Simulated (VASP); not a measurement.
# GaS2 (R-3m) in VASP: notebook, part 2 of 2

VASP 6.6.1. Earlier steps stand in the parts before.

### 3 Single point, PBE

This run uses another cell than the first one, of 46.36 Å³/atom.

Contents of INCAR:

```
PREC     = Accurate       # precision mode
ENCUT    = 520            # plane-wave cutoff, eV
EDIFF    = 1E-6           # SCF threshold, eV
ISMEAR   = 0              # smearing method
SIGMA    = 0.1            # smearing width, eV
LREAL    = F              # projectors in reciprocal space
LASPH    = T              # aspherical terms in the spheres
NELM     = 100            # most SCF steps
ALGO     = Normal         # electronic algorithm
ISIF     = 2              # what is computed and relaxed
LWAVE    = F              # write WAVECAR
LCHARG   = F              # write CHGCAR
GGA      = PE             # functional
NBANDS   = 34             # bands
```

Contents of KPOINTS:

```
Automatic mesh
0
Gamma
  3 3 3
```

Contents of POSCAR:

```
GaS2
1.0
    3.7752602639      2.1796475270      5.6340982038
   -3.7752602639      2.1796475270      5.6340982038
    0.0000000000     -4.3592950619      5.6340982008
Ga S
2 4
Direct
    0.6347612770      0.6347612770      0.6347612770
    0.3652387230      0.3652387230      0.3652387230
    0.5000000000      0.5000000000      0.5000000000
    0.5000000000      0.5000000000      0.0000000000
    0.0000000000      0.5000000000      0.5000000000
    0.5000000000      0.0000000000      0.5000000000
```

Potentials or basis: VASP PAW PBE potentials, release 64 (Ga_d, S).

Command:

```sh
$ cat potpaw_PBE.64/Ga_d/POTCAR potpaw_PBE.64/S/POTCAR > POTCAR
$ mpirun -np 1 vasp_std > vasp.out
```

OUTCAR:

```text
PREC = Accurate
   ENCUT = 520
   EDIFF = 1E-6
   ISMEAR = 0
   LREAL = F
   LASPH = T
   NELM = 100
   ISIF = 2
   GGA = PE

 ion  position               nearest neighbor table
   1  0.635  0.635  0.635-   5 2.25   6 2.25   4 2.25   3 2.28
   2  0.365  0.365  0.365-   5 2.25   6 2.25   4 2.25   3 2.28
   3  0.500  0.500  0.500-   1 2.28   2 2.28
   4  0.500  0.500  0.000-   1 2.25   2 2.25
   5  0.000  0.500  0.500-   1 2.25   2 2.25
   6  0.500  0.000  0.500-   1 2.25   2 2.25

  LATTYP: Found a trigonal (rhomboedric) cell.
 ALAT       =     7.1236588894
 COS(alpha) =     0.4382830117

  Lattice vectors:

 A1 = (   3.7752602639,   2.1796475270,   5.6340982038)
 A2 = (  -3.7752602639,   2.1796475270,   5.6340982038)
 A3 = (   0.0000000000,  -4.3592950619,   5.6340982008)

Analysis of symmetry for initial positions (statically):
=====================================================================
 Subroutine PRICEL returns:
 Original cell was already a primitive cell.

 Routine SETGRP: Setting up the symmetry group for a
 trigonal (rhombohedral) supercell.

 Subroutine GETGRP returns: Found 12 space group operations
 (whereof 12 operations were pure point group operations)
 out of a pool of 12 trial point group operations.

The static configuration has the point symmetry D_3d.

Analysis of symmetry for dynamics (positions and initial velocities):
=====================================================================
 Subroutine PRICEL returns:
 Original cell was already a primitive cell.

 Routine SETGRP: Setting up the symmetry group for a
 trigonal (rhombohedral) supercell.

 Subroutine GETGRP returns: Found 12 space group operations
 (whereof 12 operations were pure point group operations)
 out of a pool of 12 trial point group operations.

The dynamic configuration has the point symmetry D_3d.

 Subroutine INISYM returns: Found 12 space group operations
 (whereof 12 operations are pure point group operations),
 and found     1 'primitive' translations

----------------------------------------------------------------------------------------

                                     Primitive cell

  volume of cell :     278.1691

  direct lattice vectors                    reciprocal lattice vectors
     3.775260264  2.179647527  5.634098204     0.132441200  0.076464962  0.059163565
    -3.775260264  2.179647527  5.634098204    -0.132441200  0.076464962  0.059163565
     0.000000000 -4.359295062  5.634098201     0.000000000 -0.152929925  0.059163565

  length of vectors
     7.123658889  7.123658889  7.123658889     0.163975271  0.163975271  0.163975271

  position of ions in fractional coordinates (direct lattice)
     0.634761277  0.634761277  0.634761277
     0.365238723  0.365238723  0.365238723
     0.500000000  0.500000000  0.500000000
     0.500000000  0.500000000  0.000000000
     0.000000000  0.500000000  0.500000000
     0.500000000  0.000000000  0.500000000

  ion indices of the primitive-cell ions
   primitive index   ion index
                 1           1
                 2           2
                 3           3
[... 24 lines left out ...]

 Subroutine IBZKPT returns following result:
 ===========================================

 Found      6 irreducible k-points:

 Following reciprocal coordinates:
            Coordinates               Weight
  0.000000  0.000000  0.000000      1.000000
  0.333333 -0.000000  0.000000      6.000000
  0.333333  0.333333  0.000000      6.000000
 -0.333333  0.333333  0.000000      6.000000
  0.333333  0.333333  0.333333      2.000000
 -0.333333  0.333333  0.333333      6.000000
   k-points           NKPTS =      6   k-points in BZ     NKDIM =      6   number of bands    NBANDS=     34
   number of dos      NEDOS =    301   number of ions     NIONS =      6
   total plane-waves  NPLWV = 157464
   dimension x,y,z NGX =    54 NGY =   54 NGZ =   54
   dimension x,y,z NGXF=   108 NGYF=  108 NGZF=  108
   ions per type =               2   4
   NGX,Y,Z   is equivalent  to a cutoff of  12.60, 12.60, 12.60 a.u.
   NGXF,Y,Z  is equivalent  to a cutoff of  25.20, 25.20, 25.20 a.u.
 SYSTEM =  unknown system
   PREC   = accura    normal or accurate (medium, high low for compatibility)
   ISTART =      0    job   : 0-new  1-cont  2-samecut
   ICHARG =      2    charge: 1-file 2-atom 10-const
   ISPIN  =      1    spin polarized calculation?
   LNONCOLLINEAR =      F non collinear calculations
   LSORBIT =      F    spin-orbit coupling
   LASPH  =      T    aspherical Exc in radial PAW
   ENCUT  =  520.0 eV  38.22 Ry    6.18 a.u.  13.25 13.25 13.25*2*pi/ulx,y,z
   NELM   =    100;   NELMIN=  2; NELMDL= -5     # of ELM steps
   EDIFF  = 0.1E-05   stopping-criterion for ELM
   LREAL  =      F    real-space projection
   EDIFFG = 0.1E-04   stopping-criterion for IOM
   NSW    =      0    number of steps for IOM
   IBRION =     -1    ionic relax: 0-MD 1-quasi-New 2-CG
   NFREE  =      0    steps in history (QN), initial steepest desc. (CG)
   ISIF   =      2    stress and relaxation
   ISYM   =      2    0-nonsym 1-usesym 2-fastsym
   POTIM  = 0.5000    time-step for ionic-motion
   TEBEG  =    0.0;   TEEND  =   0.0 temperature during run
   PSTRESS=    0.0 pullay stress
   NELECT =      50.0000    total number of electrons
   NUPDOWN=      -1.0000    fix difference up-down
   EMIN   =  10.00;   EMAX   =-10.00  energy-range for DOS
   EFERMI =   0.00;   METHOD = LEGACY
   ISMEAR =     0;   SIGMA  =   0.10  broadening in eV -4-tet -1-fermi 0-gaus
   EFERMI_NEDOS =   21; number of points for ismear=-14 and -15
   IALGO  =     38    algorithm
   IMIX   =      4    mixing-type and parameters
     AMIX     =   0.40;   BMIX     =  1.00
     AMIX_MAG =   1.60;   BMIX_MAG =  1.00
  volume/ion in A,a.u.               =      46.36       312.86
  Fermi-wavevector in a.u.,A,eV,Ry     =   0.923908  1.745932 11.614005  0.853605
  Thomas-Fermi vector in A             =   2.049596
   LORBIT       =      0    0 simple, 1 ext, 2 COOP (PROOUT), +10 PAW based schemes
   GGA     = PE    functional components
   LHFCALC =     F    Hartree Fock is set to
   AEXX    =    0.0000 exact exchange contribution
   IVDW    =     0    specifies the selected vdW correction
   LEPSILON=     F    determine dielectric tensor
   LRPA    =     F    only Hartree local field effects (RPA)
 non-spin polarized calculation
 Gauss-broadening in eV      SIGMA  =   0.10
  energy-cutoff  :      520.00
  volume of cell :      278.17
 maximum number of plane-waves:      7508
 NGX is ok and might be reduce to    54
   NGX = 27   NGY = 27   NGZ = 27

 number of electron      49.9999978 magnetization

 Free energy of the ion-electron system (eV)
  ---------------------------------------------------
  ext. energy  EPLUGINS =         0.00000000
  ---------------------------------------------------
  free energy    TOTEN  =       -20.82026281 eV

  energy without entropy =      -20.77233726  energy(sigma->0) =      -20.79630004

 E-fermi :  -2.3284     XC(G=0):  -5.6949

 val. band max:       -2.3440483416   @ k =   0.3333  -0.0000   0.0000
 cond. band min:      -2.2438057394   @ k =   0.3333   0.3333   0.0000
 fundamental gap:      0.1002426022
 Fermi energy:        -2.3284175888

 k-point     1 :       0.0000    0.0000    0.0000
  band No.  band energies     occupation
      1     -17.0424      2.00000
      2     -16.9970      2.00000
      3     -16.9970      2.00000
      4     -16.8853      2.00000
      5     -16.8558      2.00000
      6     -16.8558      2.00000
[... 211 lines left out ...]
     33       4.8736      0.00000
     34       5.0228      0.00000

------------------------ aborting loop because EDIFF is reached ----------------------------------------

  FORCE on cell =-STRESS in cart. coord.  units (eV):
  Direction    XX          YY          ZZ          XY          YZ          ZX
  --------------------------------------------------------------------------------------
  -------------------------------------------------------------------------------------
  Total       -0.2620564     -0.2620564      0.0300354      0.0000000     -0.0000000     -0.0000000
  in kB       -1.5093730     -1.5093730      0.1729958      0.0000000     -0.0000000     -0.0000000
  external PRESSURE =      -0.9485834 kB  Pullay stress =       0.0000000 kB

 VOLUME and BASIS-vectors are now :
 -----------------------------------------------------------------------------
  energy-cutoff  :      520.00
  volume of cell :      278.17
      direct lattice vectors                 reciprocal lattice vectors
     3.775260264  2.179647527  5.634098204     0.132441200  0.076464962  0.059163565
    -3.775260264  2.179647527  5.634098204    -0.132441200  0.076464962  0.059163565
     0.000000000 -4.359295062  5.634098201     0.000000000 -0.152929925  0.059163565

 POSITION                                       TOTAL-FORCE (eV/Angst)
 -----------------------------------------------------------------------------------
      0.00000     -0.00000     10.72892        -0.000000     -0.000000      0.024824
      0.00000     -0.00000      6.17337        -0.000000      0.000000     -0.024824
      0.00000     -0.00000      8.45115        -0.000000      0.000000      0.000000
      0.00000      2.17965      5.63410        -0.000000      0.000000      0.000000
     -1.88763     -1.08982      5.63410        -0.000000      0.000000      0.000000
      1.88763     -1.08982      5.63410         0.000000      0.000000      0.000000
 -----------------------------------------------------------------------------------
    total drift:                               -0.000000     -0.000000      0.000000

  FREE ENERGIE OF THE ION-ELECTRON SYSTEM (eV)
  ---------------------------------------------------
  free  energy   TOTEN  =       -20.8202628122 eV

  energy  without entropy=      -20.7723372638  energy(sigma->0) =      -20.79630004
```

It took 46 s on 1 thread of AMD EPYC 9R45 (Zen 5), shared host; peak memory 0.37 GiB.

Results:

```
Free energy            : -20.8203 eV
Pressure               : -0.1 GPa
Largest force          : 0.025 eV/Å
Band gap on the k mesh : zero (bands 25 and 26 overlap by 0.16 eV)
```

Forces in eV/Å, atoms in the order of the input:
```
Ga   0.000  0.000  0.025
Ga   0.000  0.000 -0.025
S    0.000  0.000  0.000
S    0.000  0.000  0.000
S    0.000  0.000  0.000
S    0.000  0.000  0.000
```

Stress tensor (GPa, compression positive):
```
-0.15  0.00  0.00
 0.00 -0.15  0.00
 0.00  0.00  0.02
```

### 4 Relaxation of cell and atoms, PBE

Contents of INCAR:

```
SYSTEM = GaS2
ALGO = Normal
EDIFF = 1E-6
EDIFFG = -0.04
ENCUT = 600
GGA = PE
IBRION = 2
ISIF = 3
ISMEAR = 0
LASPH = .True.
LCHARG = .False.
LREAL = .False.
LWAVE = .False.
NELM = 80
NSW = 90
PREC = Accurate
SIGMA = 0.1
```

Contents of KPOINTS:

```
k-points
0
Gamma
  3 3 3
  0 0 0
```

Contents of POSCAR:

```
GaS2
1.0
    3.5641384300      2.0577562800      3.5383936600
   -3.5641384300      2.0577562800      3.5383936600
    0.0000000000     -4.1155125700      3.5383936600
Ga S
2 4
Direct
    0.6668023600      0.6668023600      0.6668023600
    0.3331976400      0.3331976400      0.3331976400
    0.5000000000      0.5000000000      0.5000000000
    0.5000000000      0.5000000000      0.0000000000
    0.0000000000      0.5000000000      0.5000000000
    0.5000000000      0.0000000000      0.5000000000
```

Command:

```sh
$ cat potpaw_PBE.64/Ga_d/POTCAR potpaw_PBE.64/S/POTCAR > POTCAR
$ mpirun -np 1 vasp_std > vasp.out
```

Wall time 11 min (1 thread of AMD EPYC 9R45 (Zen 5), shared host); peak memory 0.31 GiB.

The run converged. Its results:

| Property | Result |
| --- | --- |
| Free energy | -20.7674 eV |
| Relaxed volume | 44.78 Å³/atom |
| Relaxed cell | a = 6.920 Å, b = 6.920 Å, c = 6.920 Å, α = 66.84°, β = 66.84°, γ = 66.84° |
| Space group after relaxing (to 0.1 Å) | R-3m (No. 166) |
| Energy gained by relaxing | 1404.1 meV/atom |
| Ionic steps | 34 |
| Pressure after relaxing | 0.1 GPa |
| Largest force after relaxing | 0.012 eV/Å |
| Band gap on the k mesh | zero (bands 25 and 26 overlap by 0.16 eV) |

Forces in eV/Å, atoms in the order of the input:
```
Ga   0.000  0.000  0.012
Ga   0.000  0.000 -0.012
S    0.000  0.000  0.000
S    0.000  0.000  0.000
S    0.000  0.000  0.000
S    0.000  0.000  0.000
```

The path:
```csv
step,energy change (eV),largest force (eV/Å),pressure (GPa),volume (Å³)
1,0.0000,13.9136,36.87,155.71
2,-4.0721,1.7028,-4.66,327.11
3,-7.4210,0.9128,-0.57,219.61
4,-7.4629,0.8816,-0.20,216.49
5,-7.5261,0.6252,1.93,203.61
6,-7.5298,0.7093,1.31,206.59
7,-7.5299,0.6775,1.58,205.49
8,-7.6516,0.7067,0.26,214.32
9,-7.6771,0.6598,-0.72,222.68
10,-7.6784,0.6741,-0.58,221.10
11,-7.7274,0.4972,-0.22,220.20
12,-7.7542,0.1512,0.32,218.90
13,-7.7906,0.1350,0.48,219.24
14,-7.8869,0.1591,1.22,220.18
15,-7.9304,0.8254,3.01,221.71
16,-7.9549,0.8128,2.96,222.82
17,-8.0219,0.7911,2.89,226.11
18,-8.1286,0.7889,2.72,232.59
19,-8.2423,0.8624,2.43,245.20
20,-8.2439,1.2313,1.13,268.94
21,-8.3502,0.5442,0.54,272.73
22,-8.3765,0.0834,0.06,276.05
23,-8.3801,0.0975,-0.02,276.71
24,-8.3866,0.1322,-0.21,278.44
25,-8.3866,0.1872,-0.61,281.89
26,-8.3887,0.1634,-0.42,280.18
27,-8.3914,0.1677,-0.39,279.78
28,-8.3986,0.1832,-0.30,278.56
29,-8.4085,0.2162,-0.16,276.10
30,-8.4128,0.3039,0.07,271.07
31,-8.4200,0.1862,0.12,270.17
32,-8.4238,0.0787,0.07,269.28
33,-8.4217,0.1187,0.03,267.49
34,-8.4244,0.0120,0.06,268.67
```

Final structure:
```xyz
6
Lattice="3.8111 2.2003 5.3400 -3.8111 2.2003 5.3400 0.0000 -4.4007 5.3400" Properties=species:S:1:pos:R:3 pbc="T T T"
Ga    0.0000    0.0000   10.2969
Ga    0.0000    0.0000    5.7230
S     0.0000    0.0000    8.0099
S     0.0000    2.2003    5.3400
S    -1.9055   -1.1002    5.3400
S     1.9055   -1.1002    5.3400
```

Levels at points of the mesh, in eV from the Fermi level:
```tsv
k point	band 23	band 24	band 25	band 26	band 27	band 28
(0.00, 0.00, 0.00)	-0.41	-0.12	0.07	0.27	0.27	3.68
```

Caveat: the k points lie up to 0.34 Å⁻¹ apart in the final cell; the volume moved by over 15 % at a fixed basis, so the end points are rough.

### 5 Overview

| task | cell | cutoff (eV) | gap on the mesh (eV) | pressure (GPa) | largest force (eV/Å) |
| --- | --- | --- | --- | --- | --- |
| single point | a = 5.427 Å, angles 82.1°, 6 atoms, atomic positions A | 520 | none | 36.6 | 13.91 |
| single point | a = 7.124 Å, angles 64.0°, 6 atoms, atomic positions B | 520 | none | -0.1 | 0.02 |
| relaxation of cell and atoms | relaxed from a = 5.427 Å, angles 82.1°, 6 atoms, atomic positions A | 600 | none | 0.1 | 0.01 |

Alike in all rows: level PBE; potentials or basis VASP PAW PBE potentials, release 64 (Ga_d, S); no spin polarisation; k mesh 3 × 3 × 3; smearing gaussian 0.1 eV.

Caveats: some runs use coarse meshes; forces of over 1 eV/Å act on the atoms, so gaps and moduli don't describe the material at rest (at least some runs); the volume moved by over 15 % at a fixed basis, so the end points are rough (at least some runs).

Total energies depend on the potentials used, so only differences within one code and one set of settings carry meaning.

The gap in the log of VASP goes by the Fermi energy; the results here count the filled bands.